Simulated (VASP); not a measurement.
# Al3B2N (P4/mmm) in VASP: a series of runs, part 3 of 3

VASP 6.6.1. The steps go on from the part before.

### Step 6. Relaxation of cell and atoms, PBE

This run uses another cell than the first one, of 12.77 Å³/atom.

Input file INCAR:

```
ALGO = Normal
EDIFF = 1E-6
EDIFFG = -0.01
ENCUT = 600
GGA = PE
IBRION = 2
ISIF = 3
ISMEAR = 0
LASPH = T
LCHARG = F
LREAL = F
LWAVE = F
NELM = 100
NSW = 100
PREC = Accurate
SIGMA = 0.1
```

Input file KPOINTS:

```
k-points
0
Gamma
  10 10 10
```

Input file POSCAR:

```
Al3B2N
1.0
    4.3085006842      0.0000000000      0.0000000000
    0.0000000000      4.3085006842      0.0000000000
    0.0000000000      0.0000000000      4.1272025571
Al B N
3 2 1
Direct
    0.0000000000      0.0000000000      0.0000000000
    0.0000000000      0.5000000000      0.5000000000
    0.5000000000      0.0000000000      0.5000000000
    0.0000000000      0.5000000000      0.0000000000
    0.5000000000      0.0000000000      0.0000000000
    0.5000000000      0.5000000000      0.0000000000
```

Potentials or basis: VASP PAW PBE potentials, release 64 (Al, B, N).

On the command line:

```sh
$ cat potpaw_PBE.64/Al/POTCAR potpaw_PBE.64/B/POTCAR potpaw_PBE.64/N/POTCAR > POTCAR
$ mpirun -np 1 vasp_std > vasp.out
```

OUTCAR:

```text
EDIFF = 1E-6
   EDIFFG = -0.01
   ENCUT = 600
   GGA = PE
   IBRION = 2
   ISIF = 3
   ISMEAR = 0
   LASPH = T
   LREAL = F
   NELM = 100
   NSW = 100
   PREC = Accurate

 ion  position               nearest neighbor table
   1  0.000  0.000  0.000-   4 2.15   5 2.15   4 2.15   5 2.15   2 2.98   3 2.98   2 2.98   2 2.98
                             2 2.98   3 2.98   3 2.98   3 2.98
   2  0.000  0.500  0.500-   4 2.06   4 2.06   1 2.98   1 2.98   1 2.98   1 2.98   3 3.05   3 3.05
                             3 3.05   3 3.05
   3  0.500  0.000  0.500-   5 2.06   5 2.06   1 2.98   1 2.98   1 2.98   1 2.98   2 3.05   2 3.05
                             2 3.05   2 3.05
   4  0.000  0.500  0.000-   2 2.06   2 2.06   1 2.15   1 2.15
   5  0.500  0.000  0.000-   3 2.06   3 2.06   1 2.15   1 2.15
   6  0.500  0.500  0.000-

  LATTYP: Found a simple tetragonal cell.
 ALAT       =     4.3085006842
 C/A-ratio  =     0.9579208313

  Lattice vectors:

 A1 = (   4.3085006842,   0.0000000000,   0.0000000000)
 A2 = (   0.0000000000,   4.3085006842,   0.0000000000)
 A3 = (   0.0000000000,   0.0000000000,   4.1272025571)

Analysis of symmetry for initial positions (statically):
[... 252 lines left out ...]
     11       6.4961      0.00081
     12       7.7784      0.00000
     13       9.1939      0.00000
     14       9.1939      0.00000
[... 377 lines left out ...]
      1      -7.7772      2.00000
      2      -2.9167      2.00000
      3      -0.6955      2.00000
      4       1.1405      2.00000
      5       1.2489      2.00000
      6       2.7888      2.00000
      7       4.1468      2.00000
      8       4.6234      2.00000
      9       4.6747      2.00000
     10       5.1605      2.00000
     11       6.2364      1.25227
     12       7.8967      0.00000
     13       8.8393      0.00000
     14       9.3428      0.00000

 [... further k-points ...]
[... 5 lines left out ...]
  --------------------------------------------------------------------------------------
  -------------------------------------------------------------------------------------
  Total        0.0303776      0.0303776     -0.0317844      0.0000000     -0.0000000      0.0000000
  in kB        0.6346645      0.6346645     -0.6640562      0.0000000     -0.0000000      0.0000000
  external PRESSURE =       0.2017576 kB  Pullay stress =       0.0000000 kB

 VOLUME and BASIS-vectors are now :
 -----------------------------------------------------------------------------
  energy-cutoff  :      600.00
  volume of cell :       76.69
      direct lattice vectors                 reciprocal lattice vectors
     4.312731817  0.000000000  0.000000000     0.231871594  0.000000000  0.000000000
     0.000000000  4.312731817  0.000000000     0.000000000  0.231871594  0.000000000
     0.000000000  0.000000000  4.123009835     0.000000000 -0.000000000  0.242541260

 POSITION                                       TOTAL-FORCE (eV/Angst)
 -----------------------------------------------------------------------------------
      0.00000      0.00000      0.00000         0.000000      0.000000      0.000000
      0.00000      2.15637      2.06150         0.000000      0.000000      0.000000
      2.15637      0.00000      2.06150         0.000000      0.000000      0.000000
      0.00000      2.15637      0.00000         0.000000      0.000000      0.000000
      2.15637      0.00000      0.00000         0.000000      0.000000      0.000000
      2.15637      2.15637      0.00000         0.000000      0.000000      0.000000
 -----------------------------------------------------------------------------------
    total drift:                                0.000000      0.000000     -0.000000

  FREE ENERGIE OF THE ION-ELECTRON SYSTEM (eV)
  ---------------------------------------------------
  free  energy   TOTEN  =       -26.7972574743 eV

  energy  without entropy=      -26.7809277038  energy(sigma->0) =      -26.78909259

 reached required accuracy - stopping structural energy minimisation
```

CONTCAR:

```text
Al3B2N
   1.00000000000000
     4.3127318168719171    0.0000000000000000    0.0000000000000000
     0.0000000000000000    4.3127318168719171    0.0000000000000000
     0.0000000000000000    0.0000000000000000    4.1230098346616995
  Al              B               N
     3     2     1
Direct
     0.0000000000000000    0.0000000000000000    0.0000000000000000
     0.0000000000000000    0.5000000000000000    0.5000000000000000
     0.5000000000000000    0.0000000000000000    0.5000000000000000
     0.0000000000000000    0.5000000000000000    0.0000000000000000
     0.5000000000000000    0.0000000000000000    0.0000000000000000
     0.5000000000000000    0.5000000000000000    0.0000000000000000

  0.00000000E+00  0.00000000E+00  0.00000000E+00
  0.00000000E+00  0.00000000E+00  0.00000000E+00
  0.00000000E+00  0.00000000E+00  0.00000000E+00
  0.00000000E+00  0.00000000E+00  0.00000000E+00
  0.00000000E+00  0.00000000E+00  0.00000000E+00
  0.00000000E+00  0.00000000E+00  0.00000000E+00
```

It took 3.8 min on 1 thread of Intel Xeon 8259CL, shared host; peak memory 0.33 GiB.

What came out:

* Free energy: -26.7973 eV
* Relaxed volume: 12.78 Å³/atom
* Relaxed cell: a = 4.313 Å, b = 4.313 Å, c = 4.123 Å, α = 90.00°, β = 90.00°, γ = 90.00°
* Space group after relaxing (to 0.1 Å): P4/mmm (No. 123)
* Energy gained by relaxing: 0.0 meV/atom
* Ionic steps: 2
* Pressure after relaxing: 0.0 GPa
* Band gap on the k mesh: zero (bands 10 and 11 overlap by 1.18 eV)

Stress tensor (GPa, compression positive):
```
 0.06  0.00  0.00
 0.00  0.06  0.00
 0.00  0.00 -0.07
```

Step by step:
```
step  energy change (eV)  largest force (eV/Å)  pressure (GPa)  volume (Å³)
   1              0.0000                0.0000            0.08        76.61
   2             -0.0002                0.0000            0.02        76.69
```

Final structure:
```yaml
crystal:
  lattice:
    - [4.31273, 0.00000, 0.00000]
    - [0.00000, 4.31273, 0.00000]
    - [0.00000, 0.00000, 4.12301]
  atoms:
    - { symbol: Al, position: [0.00000, 0.00000, 0.00000] }
    - { symbol: Al, position: [0.00000, 0.50000, 0.50000] }
    - { symbol: Al, position: [0.50000, 0.00000, 0.50000] }
    - { symbol: B, position: [0.00000, 0.50000, 0.00000] }
    - { symbol: B, position: [0.50000, 0.00000, 0.00000] }
    - { symbol: N, position: [0.50000, 0.50000, 0.00000] }
```

### Step 7. Summary

| task | cell | k mesh | cutoff (eV) | gap on the mesh (eV) | pressure (GPa) | relaxed volume (Å³/atom) |
| --- | --- | --- | --- | --- | --- | --- |
| single point | a = 3.225, b = 3.225, c = 7.976 Å, 6 atoms | 6 × 6 × 2 | 520 | none | 75.1 | - |
| relaxation of cell and atoms | relaxed from a = 4.241, b = 4.241, c = 4.253 Å, 6 atoms | 4 × 4 × 4 | 600 | none | -0.2 | 12.74 |
| relaxation of cell and atoms | relaxed from a = 3.225, b = 3.225, c = 7.976 Å, 6 atoms | 6 × 6 × 2 | 600 | none | 0.1 | 12.64 |
| single point | a = 4.316, b = 4.316, c = 4.123 Å, 6 atoms | 10 × 10 × 10 | 520 | none | 0.0 | - |
| relaxation of cell and atoms | relaxed from a = 4.309, b = 4.309, c = 4.127 Å, 6 atoms | 10 × 10 × 10 | 600 | none | 0.0 | 12.78 |

Alike in all rows: level PBE; potentials or basis VASP PAW PBE potentials, release 64 (Al, B, N); no spin polarisation; smearing gaussian 0.1 eV.

Caveats: some runs use coarse meshes; a cell axis changed by over 15 % at a fixed basis, so the end point is rough (at least some runs).

Absolute energies hang on the potentials; compare differences alone.
